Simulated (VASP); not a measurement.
HfSiO4, 12 atoms in the cell. It takes space group I4_1/amd (No. 141, tetragonal). Conventional cell: a = 6.572 Å, b = 6.572 Å, c = 5.963 Å, α = 90.00°, β = 90.00°, γ = 90.00°. Hf (site symmetry -4m2) has 8 O at 2.11 to 2.26 Å within 2.8 Å. Si (site symmetry -4m2) has 4 O at 1.62 Å within 2.2 Å. Within 2.3 Å of O (site symmetry m) lie 1 Si at 1.62 Å and 2 Hf at 2.11 to 2.26 Å. 

| Item | Value |
| --- | --- |
| Program | VASP 6.6.1 |
| Task | relaxation of cell and atoms |
| Functional | PBE |
| Potentials or basis | VASP PAW PBE potentials, release 64 (Hf_pv, Si, O) |
| Cutoff | 600 eV |
| k mesh | 4 × 4 × 4 |
| Occupations | gaussian, width 0.01 eV |
| Spin | no spin polarisation |
| Dipole correction | no |
| Further INCAR settings | ALGO = Fast; EDIFF = 1e-07; IBRION = 2; EDIFFG = -0.003; NSW = 100; ISIF = 3 |

Potentials or basis: VASP PAW PBE potentials, release 64 (Hf_pv, Si, O).

The run is started by

```sh
$ cat potpaw_PBE.64/Hf_pv/POTCAR potpaw_PBE.64/Si/POTCAR potpaw_PBE.64/O/POTCAR > POTCAR
$ mpirun -np 1 vasp_std > vasp.out
```

Hardware: 1 thread of Intel(R) Xeon(R) 6975P-C (Granite Rapids), on a shared host.

Question: Estimate the wall time of this run.

Answer: It took 6.2 min on 1 thread of Intel(R) Xeon(R) 6975P-C (Granite Rapids), on a shared host, peak memory 0.39 GiB. Counts: scf iterations 104, k points 13, ion steps 11.
